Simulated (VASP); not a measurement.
# Al2Cu (I4/mcm) in VASP: relaxation of cell and atoms with PBEsol

Aim: the relaxation of cell and atoms of Al2Cu with PBEsol.

All numbers are computed with VASP 6.6.1; they aren't measurements. Logs are shortened: lines on timing, memory, paths and dates and some standing lists are left out, and cuts for length are marked.

## Step 1: The cell of the first run

It takes space group I4/mcm (No. 140, tetragonal). Conventional cell: a = 5.992 Å, b = 5.992 Å, c = 4.829 Å, α = 90.00°, β = 90.00°, γ = 90.00°. Al (site symmetry m2m) has 4 Cu at 2.56 Å and 11 Al at 2.70 to 3.19 Å within 3.4 Å. Cu (site symmetry 422) has 2 Cu at 2.41 Å and 8 Al at 2.56 Å within 3.2 Å.

## Step 2: Relaxation of cell and atoms, PBEsol

The input, INCAR:

```
PREC = Accurate ; ENCUT = 600
EDIFF = 1E-7 ; ISMEAR = -1
SIGMA = 0.15 ; LREAL = F
LASPH = T ; NELM = 100
ALGO = Fast ; ISIF = 3
LWAVE = F ; LCHARG = F
GGA = PS ; IBRION = 2
NSW = 80 ; EDIFFG = -0.001
```

The input, KPOINTS:

```
regular mesh
0
Gamma
  10 10 10
```

The input, POSCAR:

```
Al2Cu
1.0
   -2.9961666526      2.9961666526      2.4142997894
    2.9961666526     -2.9961666526      2.4142997894
    2.9961666526      2.9961666526     -2.4142997894
Al Cu
4 2
Direct
    0.3406588574      0.1593411426      0.5000000000
    0.1593411426      0.6593411426      0.8186822852
    0.8406588574      0.3406588574      0.1813177148
    0.6593411426      0.8406588574      0.5000000000
    0.7500000000      0.7500000000      0.0000000000
    0.2500000000      0.2500000000      0.0000000000
```

Potentials or basis: VASP PAW PBE potentials, release 64 (Al, Cu).

Started as:

```sh
$ cat potpaw_PBE.64/Al/POTCAR potpaw_PBE.64/Cu/POTCAR > POTCAR
$ mpirun -np 1 vasp_std > vasp.out
```

OUTCAR:

```text
PREC = Accurate
   ENCUT = 600
   EDIFF = 1E-7
   ISMEAR = -1
   LREAL = F
   LASPH = T
   NELM = 100
   ISIF = 3
   GGA = PS
   IBRION = 2
   NSW = 80
   EDIFFG = -0.001

 ion  position               nearest neighbor table
   1  0.341  0.159  0.500-   5 2.56   6 2.56   6 2.56   5 2.56   4 2.70   4 2.86   4 2.86   3 3.08
                             2 3.08   2 3.08   3 3.08   3 3.19   2 3.19   3 3.19   2 3.19
   2  0.159  0.659  0.819-   5 2.56   6 2.56   5 2.56   6 2.56   3 2.70   3 2.86   3 2.86   4 3.08
                             1 3.08   1 3.08   4 3.08   1 3.19   4 3.19   1 3.19   4 3.19
   3  0.841  0.341  0.181-   5 2.56   6 2.56   5 2.56   6 2.56   2 2.70   2 2.86   2 2.86   4 3.08
                             1 3.08   1 3.08   4 3.08   1 3.19   4 3.19   1 3.19   4 3.19
   4  0.659  0.841  0.500-   6 2.56   5 2.56   5 2.56   6 2.56   1 2.70   1 2.86   1 2.86   3 3.08
                             2 3.08   2 3.08   3 3.08   3 3.19   2 3.19   2 3.19   3 3.19
   5  0.750  0.750  0.000-   6 2.41   6 2.41   2 2.56   3 2.56   4 2.56   1 2.56   4 2.56   1 2.56
                             2 2.56   3 2.56
   6  0.250  0.250  0.000-   5 2.41   5 2.41   1 2.56   2 2.56   3 2.56   3 2.56   1 2.56   2 2.56
                             4 2.56   4 2.56

  LATTYP: Found a body centered tetragonal cell.
 ALAT       =     5.9923333052
 C/A-ratio  =     0.8057962288

  Lattice vectors:

 A1 = (  -2.9961666526,   2.9961666526,   2.4142997894)
 A2 = (   2.9961666526,  -2.9961666526,   2.4142997894)
 A3 = (   2.9961666526,   2.9961666526,  -2.4142997894)

Analysis of symmetry for initial positions (statically):
=====================================================================
 Subroutine PRICEL returns:
 Original cell was already a primitive cell.

 Routine SETGRP: Setting up the symmetry group for a
 body centered tetragonal supercell.

 Subroutine GETGRP returns: Found 16 space group operations
 (whereof  8 operations were pure point group operations)
 out of a pool of 16 trial point group operations.

The static configuration has the point symmetry C_4h.
 The point group associated with its full space group is D_4h.

Analysis of symmetry for dynamics (positions and initial velocities):
=====================================================================
 Subroutine PRICEL returns:
 Original cell was already a primitive cell.

 Routine SETGRP: Setting up the symmetry group for a
 body centered tetragonal supercell.

 Subroutine GETGRP returns: Found 16 space group operations
 (whereof  8 operations were pure point group operations)
 out of a pool of 16 trial point group operations.

The dynamic configuration has the point symmetry C_4h.
 The point group associated with its full space group is D_4h.

 Subroutine INISYM returns: Found 16 space group operations
 (whereof  8 operations are pure point group operations),
 and found     1 'primitive' translations

----------------------------------------------------------------------------------------

                                     Primitive cell

  volume of cell :      86.6928

  direct lattice vectors                    reciprocal lattice vectors
    -2.996166653  2.996166653  2.414299789     0.000000000  0.166879903  0.207099384
     2.996166653 -2.996166653  2.414299789     0.166879903  0.000000000  0.207099384
     2.996166653  2.996166653 -2.414299789     0.166879903  0.166879903  0.000000000

  length of vectors
     4.876768673  4.876768673  4.876768673     0.265968150  0.265968150  0.236003822

  position of ions in fractional coordinates (direct lattice)
     0.340658857  0.159341143  0.500000000
     0.159341143  0.659341143  0.818682285
     0.840658857  0.340658857  0.181317715
     0.659341143  0.840658857  0.500000000
     0.750000000  0.750000000  0.000000000
     0.250000000  0.250000000  0.000000000

  ion indices of the primitive-cell ions
   primitive index   ion index
                 1           1
                 2           2
                 3           3
                 4           4
                 5           5
                 6           6

----------------------------------------------------------------------------------------

 KPOINTS: regular mesh

Automatic generation of k-mesh.
 Grid dimensions read from file:
 generate k-points for:   10   10   10

 Generating k-lattice:

  Cartesian coordinates                     Fractional coordinates (reciprocal lattice)
     0.000000000  0.016687990  0.020709938     0.100000000  0.000000000  0.000000000
     0.016687990  0.000000000  0.020709938     0.000000000  0.100000000  0.000000000
     0.016687990  0.016687990  0.000000000     0.000000000  0.000000000  0.100000000

  Length of vectors
     0.026596815  0.026596815  0.023600382

  Shift w.r.t. Gamma in fractional coordinates (k-lattice)
     0.000000000  0.000000000  0.000000000

 Subroutine IBZKPT returns following result:
 ===========================================

 Found    102 irreducible k-points:

 Following reciprocal coordinates:
            Coordinates               Weight
  0.000000  0.000000  0.000000      1.000000
  0.100000 -0.000000  0.000000      8.000000
  0.200000 -0.000000  0.000000      8.000000
  0.300000  0.000000  0.000000      8.000000
  0.400000 -0.000000  0.000000      8.000000
  0.500000  0.000000  0.000000      4.000000
[... 16 lines left out ...]
  0.300000  0.300000  0.000000      8.000000
  0.400000  0.300000 -0.000000     16.000000
 [... further k-points ...]
   k-points           NKPTS =    102   k-points in BZ     NKDIM =    102   number of bands    NBANDS=     21
   number of dos      NEDOS =    301   number of ions     NIONS =      6
   total plane-waves  NPLWV =  64000
   dimension x,y,z NGX =    40 NGY =   40 NGZ =   40
   dimension x,y,z NGXF=    80 NGYF=   80 NGZF=   80
   ions per type =               4   2
   NGX,Y,Z   is equivalent  to a cutoff of  13.64, 13.64, 13.64 a.u.
   NGXF,Y,Z  is equivalent  to a cutoff of  27.27, 27.27, 27.27 a.u.
 SYSTEM =  unknown system
   PREC   = accura    normal or accurate (medium, high low for compatibility)
   ISTART =      0    job   : 0-new  1-cont  2-samecut
   ICHARG =      2    charge: 1-file 2-atom 10-const
   ISPIN  =      1    spin polarized calculation?
   LNONCOLLINEAR =      F non collinear calculations
   LSORBIT =      F    spin-orbit coupling
   LASPH  =      T    aspherical Exc in radial PAW
   ENCUT  =  600.0 eV  44.10 Ry    6.64 a.u.   9.74  9.74  9.74*2*pi/ulx,y,z
   NELM   =    100;   NELMIN=  2; NELMDL= -5     # of ELM steps
   EDIFF  = 0.1E-06   stopping-criterion for ELM
   LREAL  =      F    real-space projection
   EDIFFG = -.1E-02   stopping-criterion for IOM
   NSW    =     80    number of steps for IOM
   IBRION =      2    ionic relax: 0-MD 1-quasi-New 2-CG
   NFREE  =      1    steps in history (QN), initial steepest desc. (CG)
   ISIF   =      3    stress and relaxation
   ISYM   =      2    0-nonsym 1-usesym 2-fastsym
   POTIM  = 0.5000    time-step for ionic-motion
   TEBEG  =    0.0;   TEEND  =   0.0 temperature during run
   PSTRESS=    0.0 pullay stress
   NELECT =      34.0000    total number of electrons
   NUPDOWN=      -1.0000    fix difference up-down
   EMIN   =  10.00;   EMAX   =-10.00  energy-range for DOS
   EFERMI =   0.00;   METHOD = LEGACY
   ISMEAR =    -1;   SIGMA  =   0.15  broadening in eV -4-tet -1-fermi 0-gaus
   EFERMI_NEDOS =   21; number of points for ismear=-14 and -15
   IALGO  =     68    algorithm
   IMIX   =      4    mixing-type and parameters
     AMIX     =   0.40;   BMIX     =  1.00
     AMIX_MAG =   1.60;   BMIX_MAG =  1.00
  volume/ion in A,a.u.               =      14.45        97.51
  Fermi-wavevector in a.u.,A,eV,Ry     =   1.198322  2.264500 19.537625  1.435975
  Thomas-Fermi vector in A             =   2.334214
   LORBIT       =      0    0 simple, 1 ext, 2 COOP (PROOUT), +10 PAW based schemes
   GGA     = PS    functional components
   LHFCALC =     F    Hartree Fock is set to
   AEXX    =    0.0000 exact exchange contribution
   IVDW    =     0    specifies the selected vdW correction
   LEPSILON=     F    determine dielectric tensor
   LRPA    =     F    only Hartree local field effects (RPA)
 conjugate gradient relaxation of ions
 non-spin polarized calculation
 RMM-DIIS sequential band-by-band and
  energy-cutoff  :      600.00
  volume of cell :       86.69
 maximum number of plane-waves:      2913
   NGX = 19   NGY = 19   NGZ = 19

--------------------------------------- Ionic step        1  -------------------------------------------

 number of electron      33.9999999 magnetization

 Free energy of the ion-electron system (eV)
  ---------------------------------------------------
  ext. energy  EPLUGINS =         0.00000000
  ---------------------------------------------------
  free energy    TOTEN  =       -26.08363248 eV

  energy without entropy =      -25.94177983  energy(sigma->0) =      -26.01270616

------------------------ aborting loop because EDIFF is reached ----------------------------------------

  FORCE on cell =-STRESS in cart. coord.  units (eV):
  Direction    XX          YY          ZZ          XY          YZ          ZX
  --------------------------------------------------------------------------------------
  -------------------------------------------------------------------------------------
  Total        0.2346936      0.2346936      0.1581307      0.0000000     -0.0000000      0.0000000
  in kB        4.3373924      4.3373924      2.9224264      0.0000000     -0.0000000      0.0000000
  external PRESSURE =       3.8657370 kB  Pullay stress =       0.0000000 kB
[... 101 lines left out ...]
  FREE ENERGIE OF THE ION-ELECTRON SYSTEM (eV)
  ---------------------------------------------------
  free  energy   TOTEN  =       -26.0840036441 eV

  energy  without entropy=      -25.9418120001  energy(sigma->0) =      -26.01290782

[... ionic steps 4 to 11 ...]

--------------------------------------- Ionic step       12  -------------------------------------------

 number of electron      33.9999997 magnetization

------------------------ aborting loop because EDIFF is reached ----------------------------------------

  FORCE on cell =-STRESS in cart. coord.  units (eV):
  Direction    XX          YY          ZZ          XY          YZ          ZX
  --------------------------------------------------------------------------------------
  -------------------------------------------------------------------------------------
  Total        0.0178873      0.0178873      0.0197172      0.0000000     -0.0000000      0.0000000
  in kB        0.3295072      0.3295072      0.3632172      0.0000000     -0.0000000      0.0000000
  external PRESSURE =       0.3407439 kB  Pullay stress =       0.0000000 kB
[... 65 lines left out ...]
  energy  without entropy=      -25.9418413444  energy(sigma->0) =      -26.01293162

--------------------------------------- Ionic step       14  -------------------------------------------

 number of electron      33.9999996 magnetization

 Free energy of the ion-electron system (eV)
  ---------------------------------------------------
  ext. energy  EPLUGINS =         0.00000000
  ---------------------------------------------------
  free energy    TOTEN  =       -26.08402321 eV

  energy without entropy =      -25.94183866  energy(sigma->0) =      -26.01293093

 E-fermi :   8.2075     XC(G=0): -11.0645

 val. band max:        8.2057855866   @ k =   0.3000   0.2000   0.2000
 cond. band min:       8.2401949568   @ k =   0.1000   0.1000   0.0000
 fundamental gap:      0.0344093702
 Fermi energy:         8.2075293972

 k-point     1 :       0.0000    0.0000    0.0000
  band No.  band energies     occupation
      1      -2.7539      2.00000
      2       2.7396      2.00000
      3       2.9357      2.00000
      4       2.9357      2.00000
      5       2.9512      2.00000
      6       3.8759      2.00000
[... 550 lines left out ...]
      5       3.3259      2.00000
      6       3.4887      2.00000
[... 13 lines left out ...]
     20      10.8607      0.00000
     21      11.5597      0.00000

 [... further k-points ...]

------------------------ aborting loop because EDIFF is reached ----------------------------------------

  FORCE on cell =-STRESS in cart. coord.  units (eV):
  Direction    XX          YY          ZZ          XY          YZ          ZX
  --------------------------------------------------------------------------------------
  -------------------------------------------------------------------------------------
  Total        0.0040034      0.0040034      0.0026549      0.0000000      0.0000000      0.0000000
  in kB        0.0737381      0.0737381      0.0488994      0.0000000      0.0000000      0.0000000
  external PRESSURE =       0.0654585 kB  Pullay stress =       0.0000000 kB
[... 21 lines left out ...]
  FREE ENERGIE OF THE ION-ELECTRON SYSTEM (eV)
  ---------------------------------------------------
  free  energy   TOTEN  =       -26.0840232063 eV

  energy  without entropy=      -25.9418386560  energy(sigma->0) =      -26.01293093

 reached required accuracy - stopping structural energy minimisation
```

Run time: 17 min. Hardware: 1 thread of AMD EPYC 9R45 (Zen 5), shared host; peak memory 0.37 GiB.

What came out:

```yaml
Free_energy: -26.0840 eV
Relaxed_volume: 14.50 Å³/atom
Relaxed_cell: a = 4.883 Å, b = 4.883 Å, c = 4.883 Å, α = 104.16°, β = 104.16°, γ = 120.71°
Space_group_after_relaxing_to_0.1_Å: I4/mcm (No. 140)
Energy_gained_by_relaxing: 0.1 meV/atom
Ionic_steps: 14
Pressure_after_relaxing: 0.0 GPa
Band_gap_on_the_k_mesh: zero (bands 17 and 18 overlap by 4.42 eV)
```

Step by step:
```
step  energy change (eV)  largest force (eV/Å)  pressure (GPa)  volume (Å³)
   1              0.0000                0.0070            0.39        86.69
   2             -0.0003                0.0021           -0.16        87.13
   3             -0.0004                0.0035            0.03        87.00
   4             -0.0004                0.0032           -0.03        87.02
   5             -0.0004                0.0033           -0.02        87.01
   6             -0.0004                0.0034           -0.01        87.01
   7             -0.0004                0.0032           -0.01        87.00
   8             -0.0004                0.0031           -0.01        87.00
   9             -0.0004                0.0029           -0.01        87.00
  10             -0.0004                0.0031            0.00        87.00
  11             -0.0004                0.0030           -0.02        87.00
  12             -0.0004                0.0015            0.03        86.97
  13             -0.0004                0.0020            0.01        86.98
  14             -0.0004                0.0006            0.01        86.99
```

Final structure:
```
Al Cu
1.0
    -3.00075    3.00075    2.41508
     3.00075   -3.00075    2.41508
     3.00075    3.00075   -2.41508
Al Cu
4 2
Cartesian
  0.9557 2.0451 0.0000
  3.9564 0.9557 0.0000
  -0.9557 2.0451 2.4151
  2.0451 0.9557 2.4151
  3.0007 3.0007 1.2075
  3.0007 3.0007 -1.2075
```

Caveat: the PAW data sets were made with another functional, which shifts forces and pressure a little.
